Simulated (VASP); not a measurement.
# Mg12H (a cell with a defect) in VASP: further runs, part 3 of 3

VASP 6.6.1. The steps go on from the part before.

## (5) Single point, PBE

File INCAR:

```
  PREC = Accurate
  ENCUT = 520
  EDIFF = 1E-7
  ISMEAR = 0
  SIGMA = 0.1
  LREAL = F
  LASPH = T
  NELM = 60
  ALGO = Normal
  ISIF = 2
  LWAVE = F
  LCHARG = F
  GGA = PE
  NBANDS = 24
```

File KPOINTS:

```
regular mesh
0
Gamma
  4 3 4
```

File POSCAR:

```
Mg12H
1.0
    6.4200000000      0.0000000000      0.0000000000
   -4.8150000000      8.3398250000      0.0000000000
    0.0000000000      0.0000000000      5.2130400000
Mg H
12 1
Direct
    0.0012897635      0.0002949702     -0.0085656354
    0.1728248777      0.2323517580      0.4972729923
   -0.0004995965      0.3328728121      0.0033619539
    0.1622076223      0.5535364351      0.5012783328
   -0.0010163546      0.6657391492      0.0021227537
    0.1707981141      0.8833706942      0.4982750948
    0.5000956906     -0.0003490481      0.0051770176
    0.6671292995      0.2217723993      0.5080791630
    0.5020236427      0.3340830293      0.0061770100
    0.6689650493      0.5565239079      0.5043726885
    0.4977496477      0.6637754389      0.0043373924
    0.6561253609      0.8843642403      0.4983190231
    0.0033946632      0.0024418978      0.5992637693
```

Potentials or basis: VASP PAW PBE potentials, release 64 (Mg, H).

Launch:

```bash
$ cat potpaw_PBE.64/Mg/POTCAR potpaw_PBE.64/H/POTCAR > POTCAR
$ mpirun -np 1 vasp_std > vasp.out
```

OUTCAR:

```text
PREC = Accurate
   ENCUT = 520
   EDIFF = 1E-7
   ISMEAR = 0
   LREAL = F
   LASPH = T
   NELM = 60
   ISIF = 2
   GGA = PE

 ion  position               nearest neighbor table
   1  0.001  0.000  0.991-  13 2.04   7 3.21   6 3.21  12 3.21   3 3.21   5 3.21   7 3.22   9 3.22
                             2 3.22  11 3.24   6 3.26  12 3.27   2 3.27
   2  0.173  0.232  0.497-  13 1.99   4 3.13   3 3.14   9 3.15  10 3.15   3 3.20   8 3.20   1 3.22
                             9 3.22   8 3.23   1 3.27  12 3.33   6 3.35
   3  1.000  0.333  0.003-   2 3.14   8 3.18   4 3.18  11 3.19   2 3.20   4 3.20   9 3.20   5 3.21
                             7 3.21   1 3.21   8 3.22   9 3.22
   4  0.162  0.554  0.501-   2 3.13   6 3.15  12 3.18  10 3.18   3 3.18   8 3.19   5 3.19  11 3.19
                             5 3.20   3 3.20  11 3.22  10 3.24
   5  0.999  0.666  0.002-   6 3.16  10 3.18   4 3.19   9 3.19   6 3.19   4 3.20  10 3.20   3 3.21
                            11 3.21  11 3.21   1 3.21   7 3.22
   6  0.171  0.883  0.498-  13 1.99  12 3.11   4 3.15   7 3.16   5 3.16  10 3.19   5 3.19   1 3.21
                             7 3.22   8 3.22   1 3.26  12 3.31   2 3.35
[... 880 lines left out ...]

  FORCE on cell =-STRESS in cart. coord.  units (eV):
  Direction    XX          YY          ZZ          XY          YZ          ZX
  --------------------------------------------------------------------------------------
  -------------------------------------------------------------------------------------
  Total       -0.8830397     -0.5753364      0.7337127     -0.7219026      0.2598792      0.0800834
  in kB       -5.0688305     -3.3025500      4.2116629     -4.1438704      1.4917607      0.4596952
  external PRESSURE =      -1.3865725 kB  Pullay stress =       0.0000000 kB

 VOLUME and BASIS-vectors are now :
 -----------------------------------------------------------------------------
  energy-cutoff  :      520.00
  volume of cell :      279.11
      direct lattice vectors                 reciprocal lattice vectors
     6.420000000  0.000000000  0.000000000     0.155763240  0.089929945  0.000000000
    -4.815000000  8.339825000  0.000000000     0.000000000  0.119906593  0.000000000
     0.000000000  0.000000000  5.213040000     0.000000000  0.000000000  0.191826650

 POSITION                                       TOTAL-FORCE (eV/Angst)
 -----------------------------------------------------------------------------------
      0.00686      0.00246      5.16839        -0.004484     -0.011011      0.020829
     -0.00924      1.93777      2.59230        -0.000680     -0.003878      0.015450
      4.81401      2.77610      0.01753        -0.000415      0.010751     -0.000127
     -1.62390      4.61640      2.61318         0.009611      0.002216      0.000013
      3.20794      5.55215      0.01107         0.004554     -0.008541      0.003390
     -3.15691      7.36716      2.59753         0.007390      0.006561      0.001490
     -1.60270      8.33691      0.02699         0.002317     -0.004581     -0.011969
      3.21514      1.84954      2.64864        -0.000359      0.005880     -0.017777
      1.61438      2.78619      0.03220        -0.000752      0.007784     -0.006257
      1.61509      4.64131      2.62932        -0.005242     -0.011735     -0.008587
     -0.00053      5.53577      0.02261        -0.004869      0.003213     -0.003611
     -0.04589      7.37544      2.59776        -0.006429      0.008602      0.005977
      0.01004      0.02037      3.12399        -0.000643     -0.005262      0.001179
 -----------------------------------------------------------------------------------
    total drift:                                0.000003     -0.000006      0.000265

  FREE ENERGIE OF THE ION-ELECTRON SYSTEM (eV)
  ---------------------------------------------------
  free  energy   TOTEN  =       -21.2994524629 eV

  energy  without entropy=      -21.2711085706  energy(sigma->0) =      -21.28528052
```

stdout:

```text
POSCAR found type information on POSCAR MgH
 POSCAR found :  2 types and      13 ions
 scaLAPACK will be used
 LDA part: xc-table for (Slater+PW92), standard interpolation
 POSCAR, INCAR and KPOINTS ok, starting setup
 FFT: planning ... GRIDC
 FFT: planning ... GRID_SOFT
 FFT: planning ... GRID
 WAVECAR not read
 entering main loop
```

It took 4.2 min on 1 thread of AMD EPYC 9755, shared host; peak memory 0.38 GiB.

What came out:

- Free energy: -21.2995 eV
- Pressure: -0.1 GPa
- Largest force: 0.024 eV/Å
- Band gap on the k mesh: zero (an odd number of electrons rules out a gap without spin polarisation)

Forces on the atoms (eV/Å):
```
Mg  -0.004 -0.011  0.021
Mg  -0.001 -0.004  0.015
Mg   0.000  0.011  0.000
Mg   0.010  0.002  0.000
Mg   0.005 -0.009  0.003
Mg   0.007  0.007  0.001
Mg   0.002 -0.005 -0.012
Mg   0.000  0.006 -0.018
Mg  -0.001  0.008 -0.006
Mg  -0.005 -0.012 -0.009
Mg  -0.005  0.003 -0.004
Mg  -0.006  0.009  0.006
H   -0.001 -0.005  0.001
```

## (6) Single point, PBE

File INCAR:

```
SYSTEM = Mg12H
PREC = Accurate ; ENCUT = 520
EDIFF = 1E-6 ; ISMEAR = 0
SIGMA = 0.1 ; LREAL = .FALSE.
LASPH = .TRUE. ; NELM = 60
ALGO = Normal ; ISIF = 2
LWAVE = .FALSE. ; LCHARG = .TRUE.
GGA = PE ; LELF = .TRUE.
LVHAR = .TRUE. ; NBANDS = 24
```

File KPOINTS:

```
regular mesh
0
G
  4 3 4
  0 0 0
```

File POSCAR:

```
Mg12H
1.0
    6.4200000000      0.0000000000      0.0000000000
   -4.8150000000      8.3398250000      0.0000000000
    0.0000000000      0.0000000000      5.2130400000
Mg H
12 1
Direct
    0.0008384418      0.0000508404     -0.0098951859
    0.1742450030      0.2346440123      0.4988835689
   -0.0003147068      0.3330433193      0.0029435799
    0.1625262509      0.5536497468      0.5017619278
   -0.0012755892      0.6655077295      0.0023936129
    0.1727200014      0.8822848201      0.4990441278
    0.5002392303     -0.0001908913      0.0036740558
    0.6675494439      0.2222852398      0.5051779768
    0.5016135410      0.3339731949      0.0043490938
    0.6687208648      0.5563050783      0.5033784510
    0.4980310564      0.6642368395      0.0033834385
    0.6527199646      0.8835788521      0.4991634440
    0.0029277067      0.0018980015      0.5654380170
```

Potentials or basis: VASP PAW PBE potentials, release 64 (Mg, H).

Launch:

```bash
$ cat potpaw_PBE.64/Mg/POTCAR potpaw_PBE.64/H/POTCAR > POTCAR
$ mpirun -np 1 vasp_std > vasp.out
```

Run time: 3.7 min. Hardware: 1 thread of AMD EPYC 9755, shared host; peak memory 0.39 GiB.

It converged, with:

- Free energy: -21.2841 eV
- Pressure: -0.1 GPa
- Largest force: 0.139 eV/Å
- Band gap on the k mesh: zero (an odd number of electrons rules out a gap without spin polarisation)

Forces in eV/Å, atoms in the order of the input:
```
Mg   0.000 -0.001 -0.056
Mg   0.001 -0.020 -0.012
Mg  -0.001  0.002 -0.003
Mg  -0.001 -0.002 -0.004
Mg   0.001 -0.003 -0.003
Mg  -0.021  0.008 -0.018
Mg   0.000  0.005 -0.009
Mg  -0.002  0.002 -0.005
Mg  -0.001 -0.003 -0.004
Mg   0.002  0.006 -0.004
Mg  -0.001  0.001 -0.002
Mg   0.020  0.008 -0.019
H    0.002 -0.001  0.138
```

Stress tensor (GPa, compression positive):
```
-0.52 -0.39  0.05
-0.39 -0.18  0.11
 0.05  0.11  0.28
```

Levels at points of the mesh, in eV from the Fermi level:
```csv
k point,band 8,band 9,band 10,band 11,band 12,band 13,band 14,band 15,band 16,band 17
"(0.00, 0.00, 0.00)",-1.83,-1.66,-0.80,-0.26,0.06,0.20,0.26,0.47,1.49,1.68
"(0.50, 0.00, 0.00)",-0.66,-0.64,-0.62,-0.44,-0.20,-0.18,-0.15,0.07,0.25,0.77
"(0.00, 0.00, 0.50)",-1.98,-1.93,-1.91,-1.46,-1.16,-0.65,-0.55,0.63,1.08,1.19
"(0.50, 0.00, 0.50)",-3.84,-1.81,-0.89,-0.82,-0.79,0.34,0.69,0.80,0.82,2.09
```

## (7) Single point, PBE

File INCAR:

```
SYSTEM = Mg12H
PREC = Accurate
ENCUT = 520
EDIFF = 1E-6
ISMEAR = 0
SIGMA = 0.1
LREAL = .FALSE.
LASPH = .TRUE.
NELM = 100
ALGO = Normal
ISIF = 2
LWAVE = .FALSE.
LCHARG = .FALSE.
GGA = PE
NBANDS = 24
```

KPOINTS is that of step 6.

File POSCAR:

```
Mg12H
1.0
    6.4200000000      0.0000000000      0.0000000000
   -4.8150000000      8.3398250000      0.0000000000
    0.0000000000      0.0000000000      5.2130400000
Mg H
12 1
Direct
    0.0008304418      0.0001332162     -0.0062190200
    0.1751122133      0.2360771359      0.4993715759
   -0.0003909777      0.3329663392      0.0017126283
    0.1623526683      0.5536561019      0.5012025613
   -0.0014014204      0.6655428621      0.0015044964
    0.1734933358      0.8815288091      0.4995346285
    0.5003073751     -0.0000103120      0.0021352224
    0.6677345076      0.2225101846      0.5029499102
    0.5013267098      0.3338019683      0.0024147139
    0.6688875826      0.5564187498      0.5020728788
    0.4981948820      0.6644286901      0.0019318862
    0.6507680756      0.8829601341      0.4995676227
    0.0027789321      0.0017420030      0.5317423231
```

Launch:

```bash
$ cat potpaw_PBE.64/Mg/POTCAR potpaw_PBE.64/H/POTCAR > POTCAR
$ mpirun -np 1 vasp_std > vasp.out
```

Wall time 3.5 min (1 thread of AMD EPYC 9755, shared host); peak memory 0.4 GiB.

Results (log left out):

| Quantity | Value |
| --- | --- |
| Free energy | -21.2584 eV |
| Pressure | -0.1 GPa |
| Largest force | 0.111 eV/Å |
| Band gap on the k mesh | zero (an odd number of electrons rules out a gap without spin polarisation) |

Forces in eV/Å, atoms in the order of the input:
```
Mg   0.000  0.001 -0.050
Mg   0.002 -0.031 -0.008
Mg  -0.003  0.003 -0.002
Mg  -0.004 -0.005 -0.003
Mg   0.002 -0.005 -0.002
Mg  -0.036  0.011 -0.013
Mg   0.000  0.007 -0.007
Mg  -0.002  0.002 -0.004
Mg   0.001 -0.003 -0.003
Mg   0.004  0.009 -0.003
Mg  -0.002 -0.001 -0.002
Mg   0.035  0.011 -0.014
H    0.004  0.002  0.110
```

Stress tensor (GPa, compression positive):
```
-0.54 -0.36  0.03
-0.36 -0.07  0.06
 0.03  0.06  0.23
```

Levels at points of the mesh, in eV from the Fermi level:
| k point | band 8 | band 9 | band 10 | band 11 | band 12 | band 13 | band 14 | band 15 | band 16 | band 17 |
| --- | --- | --- | --- | --- | --- | --- | --- | --- | --- | --- |
| (0.00, 0.00, 0.00) | -1.81 | -1.72 | -0.78 | -0.27 | 0.07 | 0.18 | 0.24 | 0.45 | 1.55 | 1.67 |
| (0.50, 0.00, 0.00) | -0.68 | -0.65 | -0.62 | -0.45 | -0.21 | -0.19 | -0.15 | 0.06 | 0.24 | 0.77 |
| (0.00, 0.00, 0.50) | -1.98 | -1.93 | -1.91 | -1.47 | -1.16 | -0.65 | -0.54 | 0.64 | 1.08 | 1.19 |
| (0.50, 0.00, 0.50) | -3.85 | -1.82 | -0.90 | -0.82 | -0.80 | 0.34 | 0.69 | 0.80 | 0.81 | 2.13 |

## (8) Overview

```csv
cell,gap on the mesh (eV),pressure (GPa),largest force (eV/Å)
"as given, atomic positions A",none,-0.1,0.01
"as given, atomic positions B",none,-0.1,0.02
"as given, atomic positions C",none,-0.1,0.14
"as given, atomic positions D",none,-0.1,0.11
```

Alike in all rows: task single point; level PBE; potentials or basis VASP PAW PBE potentials, release 64 (Mg, H); no spin polarisation; k mesh 4 × 3 × 4; cutoff (eV) 520; smearing gaussian 0.1 eV.

Total energies depend on the potentials used, so only differences within one code and one set of settings carry meaning.
